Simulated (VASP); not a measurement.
# TiMoSe4 (P6/mmm) in VASP: single point with PBE

Aim: the single point of TiMoSe4 with PBE.

Program: VASP 6.6.1. These are calculated values, not measurements. Logs are shortened: lines on timing, memory, paths and dates and some standing lists are left out, and cuts for length are marked.

### Step 1. The cell of the first run

Symmetry: P6/mmm, No. 191, hexagonal system. Conventional cell: a = 4.713 Å, b = 4.713 Å, c = 9.817 Å, α = 90.00°, β = 90.00°, γ = 120.00°. Ti (site symmetry 6/mmm) has 8 Se at 2.57 to 2.72 Å within 3.4 Å. Within 3.1 Å of Mo (site symmetry 6/mmm) lie 2 Se at 2.34 Å. Within 3.8 Å of Se (site symmetry -6m2) lie 9 Se at 2.72 to 3.74 Å and 3 Ti at 2.72 Å. Within 3.1 Å of Se (site symmetry 6mm) lie 1 Mo at 2.34 Å and 1 Ti at 2.57 Å.

The cell was generated, and may not be a known phase.

### Step 2. Single point, PBE, collinear spin

INCAR

```
SYSTEM = TiMoSe4
ALGO = Normal ; EDIFF = 1E-7
ENCUT = 520 ; GGA = PE
ISIF = 2 ; ISMEAR = 0
ISPIN = 2 ; LASPH = .TRUE.
LCHARG = .FALSE. ; LMAXMIX = 4
LORBIT = 11 ; LREAL = .FALSE.
LWAVE = .FALSE. ; MAGMOM = 1 1 0 0 0 0
NBANDS = 38 ; NELM = 150
PREC = Accurate ; SIGMA = 0.15
```

KPOINTS

```
k-points
0
G
  3 3 2
  0 0 0
```

POSCAR

```
TiMoSe4
1.0
    4.7126236172      0.0000000000      0.0000000000
   -2.3563118086      4.0812517709      0.0000000000
    0.0000000000      0.0000000000      9.8170620755
Ti Mo Se
1 1 4
Direct
    0.0000000000      0.0000000000      0.5000000000
    0.0000000000      0.0000000000      0.0000000000
    0.3333333333      0.6666666667      0.5000000000
    0.6666666667      0.3333333333      0.5000000000
    0.0000000000      0.0000000000      0.7615467923
    0.0000000000      0.0000000000      0.2384532077
```

Potentials or basis: VASP PAW PBE potentials, release 64 (Ti_sv, Mo_sv, Se).

Command:

```console
$ cat potpaw_PBE.64/Ti_sv/POTCAR potpaw_PBE.64/Mo_sv/POTCAR potpaw_PBE.64/Se/POTCAR > POTCAR
$ mpirun -np 1 vasp_std > vasp.out
```

OUTCAR:

```text
SYSTEM = TiMoSe4
   EDIFF = 1E-7
   ENCUT = 520
   GGA = PE
   ISIF = 2
   ISMEAR = 0
   ISPIN = 2
   LASPH = .TRUE.
   LORBIT = 11
   LREAL = .FALSE.
   NELM = 150
   PREC = Accurate

 ion  position               nearest neighbor table
   1  0.000  0.000  0.500-   5 2.57   6 2.57   3 2.72   4 2.72   3 2.72   4 2.72   4 2.72   3 2.72

   2  0.000  0.000  0.000-   5 2.34   6 2.34
   3  0.333  0.667  0.500-   4 2.72   1 2.72   4 2.72   1 2.72   1 2.72   4 2.72
   4  0.667  0.333  0.500-   3 2.72   1 2.72   3 2.72   1 2.72   1 2.72   3 2.72
   5  0.000  0.000  0.762-   2 2.34   1 2.57
   6  0.000  0.000  0.238-   2 2.34   1 2.57

  LATTYP: Found a hexagonal cell.
 ALAT       =     4.7126236172
 C/A-ratio  =     2.0831415519

  Lattice vectors:

 A1 = (   4.7126236172,   0.0000000000,   0.0000000000)
 A2 = (  -2.3563118086,   4.0812517709,   0.0000000000)
 A3 = (   0.0000000000,   0.0000000000,   9.8170620755)

Analysis of symmetry for initial positions (statically):
=====================================================================
 Subroutine PRICEL returns:
 Original cell was already a primitive cell.

 Routine SETGRP: Setting up the symmetry group for a
 hexagonal supercell.

 Subroutine GETGRP returns: Found 24 space group operations
 (whereof 24 operations were pure point group operations)
 out of a pool of 24 trial point group operations.

The static configuration has the point symmetry D_6h.

Analysis of symmetry for dynamics (positions and initial velocities):
=====================================================================
 Subroutine PRICEL returns:
 Original cell was already a primitive cell.

 Routine SETGRP: Setting up the symmetry group for a
 hexagonal supercell.

 Subroutine GETGRP returns: Found 24 space group operations
 (whereof 24 operations were pure point group operations)
 out of a pool of 24 trial point group operations.

The dynamic configuration has the point symmetry D_6h.

Analysis of structural, dynamic, and magnetic symmetry:
=====================================================================
 Subroutine PRICEL returns:
 Original cell was already a primitive cell.

 Routine SETGRP: Setting up the symmetry group for a
 hexagonal supercell.

 Subroutine GETGRP returns: Found 24 space group operations
 (whereof 24 operations were pure point group operations)
 out of a pool of 24 trial point group operations.

The overall configuration has the point symmetry D_6h.

 Subroutine INISYM returns: Found 24 space group operations
 (whereof 24 operations are pure point group operations),
 and found     1 'primitive' translations

----------------------------------------------------------------------------------------

                                     Primitive cell

  volume of cell :     188.8155

  direct lattice vectors                    reciprocal lattice vectors
     4.712623617  0.000000000  0.000000000     0.212196025  0.122511432  0.000000000
    -2.356311809  4.081251771  0.000000000     0.000000000  0.245022865  0.000000000
     0.000000000  0.000000000  9.817062076     0.000000000  0.000000000  0.101863469

  length of vectors
     4.712623617  4.712623617  9.817062076     0.245022865  0.245022865  0.101863469

  position of ions in fractional coordinates (direct lattice)
     0.000000000  0.000000000  0.500000000
     0.000000000  0.000000000  0.000000000
     0.333333333  0.666666667  0.500000000
     0.666666667  0.333333333  0.500000000
     0.000000000  0.000000000  0.761546792
     0.000000000  0.000000000  0.238453208

  ion indices of the primitive-cell ions
   primitive index   ion index
                 1           1
                 2           2
                 3           3
                 4           4
                 5           5
                 6           6

----------------------------------------------------------------------------------------

 KPOINTS: k-points

Automatic generation of k-mesh.
 Grid dimensions read from file:
 generate k-points for:    3    3    2

 Generating k-lattice:

[... 20 lines left out ...]
  0.333333  0.333333  0.000000      2.000000
  0.000000  0.000000  0.500000      1.000000
  0.333333  0.000000  0.500000      6.000000
  0.333333  0.333333  0.500000      2.000000
   k-points           NKPTS =      6   k-points in BZ     NKDIM =      6   number of bands    NBANDS=     38
   number of dos      NEDOS =    301   number of ions     NIONS =      6
   total plane-waves  NPLWV = 103680
   dimension x,y,z NGX =    36 NGY =   36 NGZ =   80
   dimension x,y,z NGXF=    72 NGYF=   72 NGZF=  160
   ions per type =               1   1   4
   NGX,Y,Z   is equivalent  to a cutoff of  12.70, 12.70, 13.55 a.u.
   NGXF,Y,Z  is equivalent  to a cutoff of  25.40, 25.40, 27.10 a.u.
 SYSTEM =  TiMoSe4
   PREC   = accura    normal or accurate (medium, high low for compatibility)
   ISTART =      0    job   : 0-new  1-cont  2-samecut
   ICHARG =      2    charge: 1-file 2-atom 10-const
   ISPIN  =      2    spin polarized calculation?
   LNONCOLLINEAR =      F non collinear calculations
   LSORBIT =      F    spin-orbit coupling
   LASPH  =      T    aspherical Exc in radial PAW
   ENCUT  =  520.0 eV  38.22 Ry    6.18 a.u.   8.76  8.76 18.25*2*pi/ulx,y,z
   NELM   =    150;   NELMIN=  2; NELMDL= -5     # of ELM steps
   EDIFF  = 0.1E-06   stopping-criterion for ELM
   LREAL  =      F    real-space projection
   EDIFFG = 0.1E-05   stopping-criterion for IOM
   NSW    =      0    number of steps for IOM
   IBRION =     -1    ionic relax: 0-MD 1-quasi-New 2-CG
   NFREE  =      0    steps in history (QN), initial steepest desc. (CG)
   ISIF   =      2    stress and relaxation
   ISYM   =      2    0-nonsym 1-usesym 2-fastsym
   POTIM  = 0.5000    time-step for ionic-motion
   TEBEG  =    0.0;   TEEND  =   0.0 temperature during run
   PSTRESS=    0.0 pullay stress
   NELECT =      50.0000    total number of electrons
   NUPDOWN=      -1.0000    fix difference up-down
   EMIN   =  10.00;   EMAX   =-10.00  energy-range for DOS
   EFERMI =   0.00;   METHOD = LEGACY
   ISMEAR =     0;   SIGMA  =   0.15  broadening in eV -4-tet -1-fermi 0-gaus
   EFERMI_NEDOS =   21; number of points for ismear=-14 and -15
   IALGO  =     38    algorithm
   IMIX   =      4    mixing-type and parameters
     AMIX     =   0.40;   BMIX     =  1.00
     AMIX_MAG =   1.60;   BMIX_MAG =  1.00
  volume/ion in A,a.u.               =      31.47       212.36
  Fermi-wavevector in a.u.,A,eV,Ry     =   1.051281  1.986634 15.037055  1.105192
  Thomas-Fermi vector in A             =   2.186318
   LORBIT       =     11    0 simple, 1 ext, 2 COOP (PROOUT), +10 PAW based schemes
   GGA     = PE    functional components
   LHFCALC =     F    Hartree Fock is set to
   AEXX    =    0.0000 exact exchange contribution
   IVDW    =     0    specifies the selected vdW correction
   LEPSILON=     F    determine dielectric tensor
   LRPA    =     F    only Hartree local field effects (RPA)
 spin polarized calculation
 Gauss-broadening in eV      SIGMA  =   0.15
  energy-cutoff  :      520.00
  volume of cell :      188.82
 maximum number of plane-waves:      5119
 NGX is ok and might be reduce to    36
   NGX = 17   NGY = 17   NGZ = 37

 number of electron      50.0000003 magnetization       2.8975686

 Free energy of the ion-electron system (eV)
  ---------------------------------------------------
  ext. energy  EPLUGINS =         0.00000000
  ---------------------------------------------------
  free energy    TOTEN  =       -31.50073223 eV

  energy without entropy =      -31.46009522  energy(sigma->0) =      -31.48041373

 E-fermi :   1.7789     XC(G=0):  -8.1871

 val. band max:        1.7781121835   @ k =   0.3333   0.3333   0.5000
 cond. band min:       1.8264068170   @ k =   0.3333   0.0000   0.0000
 fundamental gap:      0.0482946335
 Fermi energy:         1.7789168377

 spin component 1

 k-point     1 :       0.0000    0.0000    0.0000
  band No.  band energies     occupation
      1     -59.8555      1.00000
      2     -55.3016      1.00000
      3     -34.0607      1.00000
      4     -34.0407      1.00000
      5     -34.0407      1.00000
      6     -31.8622      1.00000
[... 229 lines left out ...]
     36       5.8673      0.00000
     37       7.1699      0.00000
 Fermi energy:         1.7789168377

 spin component 2

 k-point     1 :       0.0000    0.0000    0.0000
  band No.  band energies     occupation
      1     -58.1996      1.00000
      2     -55.2335      1.00000
      3     -32.7604      1.00000
      4     -31.9266      1.00000
      5     -31.9266      1.00000
      6     -31.7735      1.00000
[... 229 lines left out ...]
     36       7.0301      0.00000
     37       7.5946      0.00000
 [bands above 37 left out]

------------------------ aborting loop because EDIFF is reached ----------------------------------------

  FORCE on cell =-STRESS in cart. coord.  units (eV):
  Direction    XX          YY          ZZ          XY          YZ          ZX
  --------------------------------------------------------------------------------------
  -------------------------------------------------------------------------------------
  Total        0.2897569      0.2897569     -0.2506822      0.0000000      0.0000000     -0.0000000
  in kB        2.4587066      2.4587066     -2.1271417      0.0000000      0.0000000     -0.0000000
  external PRESSURE =       0.9300905 kB  Pullay stress =       0.0000000 kB

 VOLUME and BASIS-vectors are now :
 -----------------------------------------------------------------------------
  energy-cutoff  :      520.00
  volume of cell :      188.82
      direct lattice vectors                 reciprocal lattice vectors
     4.712623617  0.000000000  0.000000000     0.212196025  0.122511432  0.000000000
    -2.356311809  4.081251771  0.000000000     0.000000000  0.245022865  0.000000000
     0.000000000  0.000000000  9.817062076     0.000000000  0.000000000  0.101863469

 POSITION                                       TOTAL-FORCE (eV/Angst)
 -----------------------------------------------------------------------------------
      0.00000      0.00000      4.90853        -0.000000      0.000000      0.000000
      0.00000      0.00000      0.00000        -0.000000      0.000000      0.000000
     -0.00000      2.72083      4.90853         0.000000     -0.000000      0.000000
      2.35631      1.36042      4.90853        -0.000000      0.000000     -0.000000
      0.00000      0.00000      7.47615        -0.000000     -0.000000      0.014830
      0.00000      0.00000      2.34091        -0.000000      0.000000     -0.014830
 -----------------------------------------------------------------------------------
    total drift:                                0.000000     -0.000000     -0.000000

  FREE ENERGIE OF THE ION-ELECTRON SYSTEM (eV)
  ---------------------------------------------------
  free  energy   TOTEN  =       -31.5007322338 eV

  energy  without entropy=      -31.4600952222  energy(sigma->0) =      -31.48041373

 total charge

# of ion       s       p       d       tot
------------------------------------------
    1        2.156   6.116   1.851  10.123
    2        2.267   6.090   3.829  12.187
    3        1.499   2.235   0.060   3.795
    4        1.499   2.235   0.060   3.795
    5        1.463   2.359   0.027   3.849
    6        1.463   2.359   0.027   3.849
--------------------------------------------------
tot         10.349  21.395   5.854  37.598

 magnetization (x)

# of ion       s       p       d       tot
------------------------------------------
    1        0.001   0.001   0.066   0.068
    2        0.125   0.021   2.445   2.592
    3       -0.002  -0.047  -0.000  -0.049
    4       -0.002  -0.047  -0.000  -0.049
    5       -0.005  -0.132   0.007  -0.129
    6       -0.005  -0.132   0.007  -0.129
--------------------------------------------------
tot          0.114  -0.337   2.526   2.303
```

It took 2.1 min on 1 thread of Intel Xeon Platinum 8488C (Sapphire Rapids), shared host; peak memory 0.41 GiB.

Results:

- Free energy: -31.5007 eV
- Pressure: 0.1 GPa
- Largest force: 0.015 eV/Å
- Net moment: 2.90 μB per cell
- Site moments: Ti +0.07; Mo +2.59; Se -0.05, -0.13 (each value once) μB
- Valence electrons inside the program's atomic spheres: Ti 10.12; Mo 12.19; Se 3.79, 3.85 (each value once)

Forces on the atoms (eV/Å):
```
Ti   0.000  0.000  0.000
Mo   0.000  0.000  0.000
Se   0.000  0.000  0.000
Se   0.000  0.000  0.000
Se   0.000  0.000  0.015
Se   0.000  0.000 -0.015
```

Levels at points of the mesh, in eV from the Fermi level:
Spin up:
| k point | band 24 | band 25 | band 26 | band 27 | band 28 | band 29 |
| --- | --- | --- | --- | --- | --- | --- |
| (0.00, 0.00, 0.00) | -0.94 | 0.16 | 0.16 | 0.34 | 0.34 | 0.91 |
| (0.00, 0.00, 0.50) | -0.98 | -0.44 | -0.44 | 0.91 | 1.39 | 1.39 |
Spin down:
| k point | band 21 | band 22 | band 23 | band 24 | band 25 | band 26 |
| --- | --- | --- | --- | --- | --- | --- |
| (0.00, 0.00, 0.00) | -0.97 | 0.18 | 0.28 | 0.28 | 0.70 | 0.70 |
| (0.00, 0.00, 0.50) | -1.34 | -0.20 | -0.20 | 0.21 | 0.80 | 1.45 |

Caveat: the k points lie up to 0.51 Å⁻¹ apart.
